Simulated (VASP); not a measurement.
# C (Cm) in VASP: a series of runs, part 2 of 3

VASP 6.6.1.

**3. Single point, r2SCAN (atom 1 (C) moved -0.025 Å along Cartesian [1 1 0])**

File POSCAR:

```
C
1.0
    0.0000000000     -4.2535130786      0.0000000000
   -2.4558424086     -2.1267565393     -3.5617636578
    2.4558424086     -2.1267565393     -3.5617636578
C
8
Direct
    0.8374520886      0.5035991050      0.4964008950
    0.8332960723      0.0000000000      0.0000000000
    0.3332960723      0.7500000000      0.2500000000
    0.3332960723      0.2500000000      0.7500000000
    0.1667039277      0.5000000000      0.5000000000
    0.1667039277      0.0000000000      1.0000000000
    0.6667039277      0.7500000000      0.2500000000
    0.6667039277      0.2500000000      0.7500000000
```

File INCAR.step1:

```
  PREC = Accurate
  ENCUT = 520
  ISMEAR = 0
  SIGMA = 0.05
  LREAL = F
  LASPH = T
  NELM = 60
  NBANDS = 26
  GGA = PE
  ALGO = Normal
  EDIFF = 1E-4
  LWAVE = T
  LCHARG = F
```

File INCAR.step2:

```
  PREC = Accurate
  ENCUT = 520
  EDIFF = 1E-7
  ISMEAR = 0
  SIGMA = 0.05
  LREAL = F
  LASPH = T
  NELM = 60
  ALGO = Normal
  ISIF = 2
  LWAVE = F
  LCHARG = T
  METAGGA = R2SCAN
  LMIXTAU = T
  LELF = T
  LVHAR = T
  NBANDS = 26
  ISTART = 1
```

File KPOINTS:

```
Automatic mesh
0
Gamma
  8 8 8
```

Potentials or basis: VASP PAW PBE potentials, release 64 (C).

Started as:

```bash
$ cat potpaw_PBE.64/C/POTCAR > POTCAR
$ cp INCAR.step1 INCAR
$ mpirun -np 1 vasp_std > vasp.out
$ cp INCAR.step2 INCAR
$ mpirun -np 1 vasp_std > vasp.out
```

Wall time 7.3 min (1 thread of Intel Xeon 6975P-C (Granite Rapids), shared host); peak memory 0.32 GiB.

The run converged. Its results:

```
Free energy   : -79.4738 eV
Pressure      : 0.7 GPa
Largest force : 1.548 eV/Å
```

Forces on the atoms (eV/Å):
```
C    1.065  1.124  0.000
C   -0.184  0.094  0.000
C   -0.022 -0.110  0.000
C    0.004 -0.127  0.000
C   -0.191 -0.460  0.000
C    0.054 -0.061  0.000
C   -0.268 -0.123  0.000
C   -0.458 -0.337  0.000
```

Stress tensor (GPa, compression positive):
```
 0.77 -0.24  0.00
-0.24  1.52  0.00
 0.00  0.00 -0.09
```

Caveat: the cell differs from its parent crystal (atom 1 (C) moved -0.025 Å along Cartesian [1 1 0]); the PAW data sets were made with another functional, which shifts forces and pressure a little.

**4. Single point, r2SCAN (atom 1 (C) moved -0.100 Å along Cartesian [1 1 0])**

Changes to POSCAR since step 3:

```diff
@@ -8,3 +8,3 @@
 Direct
-    0.8374520886      0.5035991050      0.4964008950
+    0.8499201374      0.5143964201      0.4856035799
     0.8332960723      0.0000000000      0.0000000000
```

File INCAR.step1:

```
SYSTEM = C
ALGO = Normal
EDIFF = 1E-4
ENCUT = 520
GGA = PE
ISMEAR = 0
LASPH = .True.
LCHARG = .False.
LREAL = .False.
LWAVE = .True.
NBANDS = 26
NELM = 100
PREC = Accurate
SIGMA = 0.05
```

File INCAR.step2:

```
SYSTEM = C
ALGO = Normal
EDIFF = 1E-7
ENCUT = 520
ISIF = 2
ISMEAR = 0
ISTART = 1
LASPH = .True.
LCHARG = .False.
LMIXTAU = .True.
LREAL = .False.
LWAVE = .False.
METAGGA = R2SCAN
NBANDS = 26
NELM = 100
PREC = Accurate
SIGMA = 0.05
```

File KPOINTS:

```
k-points
0
Gamma
  8 8 8
  0 0 0
```

Potentials or basis: VASP PAW PBE potentials, release 64 (C).

Started as:

```bash
$ cat potpaw_PBE.64/C/POTCAR > POTCAR
$ cp INCAR.step1 INCAR
$ mpirun -np 1 vasp_std > vasp.out
$ cp INCAR.step2 INCAR
$ mpirun -np 1 vasp_std > vasp.out
```

OUTCAR:

```text
SYSTEM = C
   EDIFF = 1E-7
   ENCUT = 520
   ISIF = 2
   ISMEAR = 0
   ISTART = 1
   LASPH = .True.
   LREAL = .False.
   METAGGA = R2SCAN
   NELM = 100
   PREC = Accurate

 ion  position               nearest neighbor table
   1  0.850  0.514  0.486-   5 1.35   7 1.40   8 1.51
   2  0.833  0.000  0.000-   8 1.42   7 1.42   6 1.42
   3  0.333  0.750  0.250-   6 1.42   5 1.42   7 1.42
   4  0.333  0.250  0.750-   5 1.42   6 1.42   8 1.42
   5  0.167  0.500  0.500-   1 1.35   4 1.42   3 1.42
   6  0.167  0.000  0.000-   3 1.42   4 1.42   2 1.42
   7  0.667  0.750  0.250-   1 1.40   2 1.42   3 1.42
   8  0.667  0.250  0.750-   2 1.42   4 1.42   1 1.51

  LATTYP: Found a body centered orthorhombic cell.
 ALAT       =     4.2535130786
 B/A-ratio  =     1.1547360326
 C/A-ratio  =     1.6747397231

  Lattice vectors:

 A1 = (   2.4558424086,   2.1267565393,   3.5617636578)
 A2 = (  -2.4558424086,  -2.1267565393,   3.5617636578)
 A3 = (   2.4558424086,  -2.1267565393,  -3.5617636578)

Analysis of symmetry for initial positions (statically):
=====================================================================
 Subroutine PRICEL returns:
 Original cell was already a primitive cell.

 Routine SETGRP: Setting up the symmetry group for a
 body centered orthorhombic supercell.

 Subroutine GETGRP returns: Found  2 space group operations
 (whereof  2 operations were pure point group operations)
 out of a pool of  8 trial point group operations.

The static configuration has the point symmetry C_1h.

Analysis of symmetry for dynamics (positions and initial velocities):
=====================================================================
 Subroutine PRICEL returns:
 Original cell was already a primitive cell.

 Routine SETGRP: Setting up the symmetry group for a
 body centered orthorhombic supercell.

 Subroutine GETGRP returns: Found  2 space group operations
 (whereof  2 operations were pure point group operations)
 out of a pool of  8 trial point group operations.

The dynamic configuration has the point symmetry C_1h.

 Subroutine INISYM returns: Found  2 space group operations
 (whereof  2 operations are pure point group operations),
 and found     1 'primitive' translations

----------------------------------------------------------------------------------------

                                     Primitive cell

  volume of cell :      74.4121

  direct lattice vectors                    reciprocal lattice vectors
     0.000000000 -4.253513079  0.000000000     0.000000000 -0.235099783  0.140379893
    -2.455842409 -2.126756539 -3.561763658    -0.203596126  0.000000000 -0.140379893
     2.455842409 -2.126756539 -3.561763658     0.203596126  0.000000000 -0.140379893

  length of vectors
     4.253513079  4.820831429  4.820831429     0.273821880  0.247301227  0.247301227

  position of ions in fractional coordinates (direct lattice)
     0.849920137  0.514396420  0.485603580
     0.833296072  0.000000000  0.000000000
     0.333296072  0.750000000  0.250000000
[... 35 lines left out ...]
  Shift w.r.t. Gamma in fractional coordinates (k-lattice)
     0.000000000  0.000000000  0.000000000

 Subroutine IBZKPT returns following result:
 ===========================================

 Found    150 irreducible k-points:

 Following reciprocal coordinates:
            Coordinates               Weight
  0.000000  0.000000  0.000000      1.000000
  0.125000  0.000000  0.000000      4.000000
  0.250000  0.000000  0.000000      4.000000
  0.375000  0.000000  0.000000      4.000000
  0.500000  0.000000  0.000000      2.000000
  0.000000  0.125000  0.000000      4.000000
[... 16 lines left out ...]
  0.125000 -0.125000  0.125000      4.000000
  0.250000  0.250000  0.000000      2.000000
 [... further k-points ...]
   k-points           NKPTS =    150   k-points in BZ     NKDIM =    150   number of bands    NBANDS=     26
   number of dos      NEDOS =    301   number of ions     NIONS =      8
   total plane-waves  NPLWV =  41472
   dimension x,y,z NGX =    32 NGY =   36 NGZ =   36
   dimension x,y,z NGXF=    64 NGYF=   72 NGZF=   72
   ions per type =               8
   NGX,Y,Z   is equivalent  to a cutoff of  12.51, 12.41, 12.41 a.u.
   NGXF,Y,Z  is equivalent  to a cutoff of  25.01, 24.83, 24.83 a.u.
 SYSTEM =  C
   PREC   = accura    normal or accurate (medium, high low for compatibility)
   ISTART =      1    job   : 0-new  1-cont  2-samecut
   ICHARG =      0    charge: 1-file 2-atom 10-const
   ISPIN  =      1    spin polarized calculation?
   LNONCOLLINEAR =      F non collinear calculations
   LSORBIT =      F    spin-orbit coupling
   LASPH  =      T    aspherical Exc in radial PAW
   ENCUT  =  520.0 eV  38.22 Ry    6.18 a.u.   7.91  8.96  8.96*2*pi/ulx,y,z
   NELM   =    100;   NELMIN=  2; NELMDL=  0     # of ELM steps
   EDIFF  = 0.1E-06   stopping-criterion for ELM
   LREAL  =      F    real-space projection
   EDIFFG = 0.1E-05   stopping-criterion for IOM
   NSW    =      0    number of steps for IOM
   IBRION =     -1    ionic relax: 0-MD 1-quasi-New 2-CG
   NFREE  =      0    steps in history (QN), initial steepest desc. (CG)
   ISIF   =      2    stress and relaxation
   ISYM   =      2    0-nonsym 1-usesym 2-fastsym
   POTIM  = 0.5000    time-step for ionic-motion
   TEBEG  =    0.0;   TEEND  =   0.0 temperature during run
   PSTRESS=    0.0 pullay stress
   NELECT =      32.0000    total number of electrons
   NUPDOWN=      -1.0000    fix difference up-down
   EMIN   =  10.00;   EMAX   =-10.00  energy-range for DOS
   EFERMI =   0.00;   METHOD = LEGACY
   ISMEAR =     0;   SIGMA  =   0.05  broadening in eV -4-tet -1-fermi 0-gaus
   EFERMI_NEDOS =   21; number of points for ismear=-14 and -15
   IALGO  =     38    algorithm
   IMIX   =      4    mixing-type and parameters
     AMIX     =   0.40;   BMIX     =  1.00
     AMIX_MAG =   1.60;   BMIX_MAG =  1.00
  volume/ion in A,a.u.               =       9.30        62.77
  Fermi-wavevector in a.u.,A,eV,Ry     =   1.235692  2.335120 20.775221  1.526936
  Thomas-Fermi vector in A             =   2.370331
   LORBIT       =      0    0 simple, 1 ext, 2 COOP (PROOUT), +10 PAW based schemes
   METAGGA = R2SCAN    functional components
   LHFCALC =     F    Hartree Fock is set to
   AEXX    =    0.0000 exact exchange contribution
   IVDW    =     0    specifies the selected vdW correction
   LEPSILON=     F    determine dielectric tensor
   LRPA    =     F    only Hartree local field effects (RPA)
 non-spin polarized calculation
 Gauss-broadening in eV      SIGMA  =   0.05
  energy-cutoff  :      520.00
  volume of cell :       74.41
 maximum number of plane-waves:      2023
   NGX = 15   NGY = 17   NGZ = 17

 number of electron      32.0000001 magnetization

 Free energy of the ion-electron system (eV)
  ---------------------------------------------------
  ext. energy  EPLUGINS =         0.00000000
  ---------------------------------------------------
  free energy    TOTEN  =       -79.19297131 eV

  energy without entropy =      -79.19295289  energy(sigma->0) =      -79.19296210

 E-fermi :   4.2664     XC(G=0): -10.7135

 val. band max:        4.1766766435   @ k =   0.0000  -0.2500   0.1250
 cond. band min:       4.3622499555   @ k =   0.0000   0.3750   0.0000
 fundamental gap:      0.1855733120
 Fermi energy:         4.2664454629

 k-point     1 :       0.0000    0.0000    0.0000
  band No.  band energies     occupation
      1     -16.7759      2.00000
      2     -12.2014      2.00000
      3     -11.9826      2.00000
      4     -10.9694      2.00000
      5     -10.0014      2.00000
      6      -7.2019      2.00000
[... 685 lines left out ...]
     25      14.9319      0.00000
     26      15.6187      0.00000

 [... further k-points ...]
[... 5 lines left out ...]
  --------------------------------------------------------------------------------------
  -------------------------------------------------------------------------------------
  Total        0.4502772      2.0479323     -0.0638638     -0.4471061      0.0000000      0.0000000
  in kB        9.6949865     44.0943366     -1.3750608     -9.6267087      0.0000000      0.0000000
  external PRESSURE =      17.4714208 kB  Pullay stress =       0.0000000 kB

 VOLUME and BASIS-vectors are now :
 -----------------------------------------------------------------------------
  energy-cutoff  :      520.00
  volume of cell :       74.41
      direct lattice vectors                 reciprocal lattice vectors
     0.000000000 -4.253513079  0.000000000     0.000000000 -0.235099783  0.140379893
    -2.455842409 -2.126756539 -3.561763658    -0.203596126  0.000000000 -0.140379893
     2.455842409 -2.126756539 -3.561763658     0.203596126  0.000000000 -0.140379893

 POSITION                                       TOTAL-FORCE (eV/Angst)
 -----------------------------------------------------------------------------------
     -0.07071     -5.74190     -3.56176         3.739184      4.552213      0.000000
      0.00000     -3.54444      0.00000        -0.670602      0.385584      0.000000
     -1.22792     -3.54444     -3.56176        -0.068070     -0.479272      0.000000
      1.22792     -3.54444     -3.56176         0.075632     -0.474192      0.000000
      0.00000     -2.83583     -3.56176        -0.722274     -2.189381      0.000000
      0.00000     -0.70908      0.00000         0.162434     -0.248031      0.000000
     -1.22792     -4.96259     -3.56176        -1.109745     -0.476602      0.000000
      1.22792     -4.96259     -3.56176        -1.406559     -1.070319      0.000000
 -----------------------------------------------------------------------------------
    total drift:                                0.000043      0.000002      0.000001

  FREE ENERGIE OF THE ION-ELECTRON SYSTEM (eV)
  ---------------------------------------------------
  free  energy   TOTEN  =       -79.1929713111 eV

  energy  without entropy=      -79.1929528942  energy(sigma->0) =      -79.19296210
```

Run time: 23 min. Hardware: 1 thread of Oxide Virtual Turin-like, shared host; peak memory 0.29 GiB.

What came out:

| Quantity | Value |
| --- | --- |
| Free energy | -79.1930 eV |
| Pressure | 1.7 GPa |
| Largest force | 5.891 eV/Å |

Forces on the atoms (eV/Å):
```
C    3.739  4.552  0.000
C   -0.671  0.386  0.000
C   -0.068 -0.479  0.000
C    0.076 -0.474  0.000
C   -0.722 -2.189  0.000
C    0.162 -0.248  0.000
C   -1.110 -0.477  0.000
C   -1.407 -1.070  0.000
```

Caveat: the cell differs from its parent crystal (atom 1 (C) moved -0.100 Å along Cartesian [1 1 0]); the PAW data sets were made with another functional, which shifts forces and pressure a little.

**5. Single point, r2SCAN (atom 1 (C) moved +0.075 Å along Cartesian [1 1 0])**

Changes to POSCAR since step 4:

```diff
@@ -8,3 +8,3 @@
 Direct
-    0.8499201374      0.5143964201      0.4856035799
+    0.8208280235      0.4892026849      0.5107973151
     0.8332960723      0.0000000000      0.0000000000
```

File INCAR.step1:

```
SYSTEM = C
  ALGO = Normal
  EDIFF = 1E-4
  ENCUT = 520
  GGA = PE
  ISMEAR = 0
  LASPH = .True.
  LCHARG = .False.
  LREAL = .False.
  LWAVE = .True.
  NBANDS = 26
  NELM = 80
  PREC = Accurate
  SIGMA = 0.05
```

File INCAR.step2:

```
SYSTEM = C
  ALGO = Normal
  EDIFF = 1E-7
  ENCUT = 520
  ISIF = 2
  ISMEAR = 0
  ISTART = 1
  LASPH = .True.
  LCHARG = .False.
  LMIXTAU = .True.
  LREAL = .False.
  LWAVE = .False.
  METAGGA = R2SCAN
  NBANDS = 26
  NELM = 80
  PREC = Accurate
  SIGMA = 0.05
```

KPOINTS is that of step 4.

Started as:

```bash
$ cat potpaw_PBE.64/C/POTCAR > POTCAR
$ cp INCAR.step1 INCAR
$ mpirun -np 1 vasp_std > vasp.out
$ cp INCAR.step2 INCAR
$ mpirun -np 1 vasp_std > vasp.out
```

It took 28 min on 1 thread of Oxide Virtual Turin-like, shared host; peak memory 0.3 GiB.

Results (log left out):

* Free energy: -79.3055 eV
* Pressure: 1.4 GPa
* Largest force: 5.183 eV/Å

Forces on the atoms (eV/Å):
```
C   -3.885 -3.430  0.000
C    0.543 -0.279  0.000
C    0.012  0.286  0.000
C   -0.026  0.408  0.000
C    0.644  1.080  0.000
C   -0.136  0.181  0.000
C    0.808  0.394  0.000
C    2.041  1.360  0.000
```

Stress tensor (GPa, compression positive):
```
 3.43  1.44  0.00
 1.44  0.70  0.00
 0.00  0.00 -0.03
```

Caveat: the cell differs from its parent crystal (atom 1 (C) moved +0.075 Å along Cartesian [1 1 0]); the PAW data sets were made with another functional, which shifts forces and pressure a little.

(Part 2 of 3 ends here.)
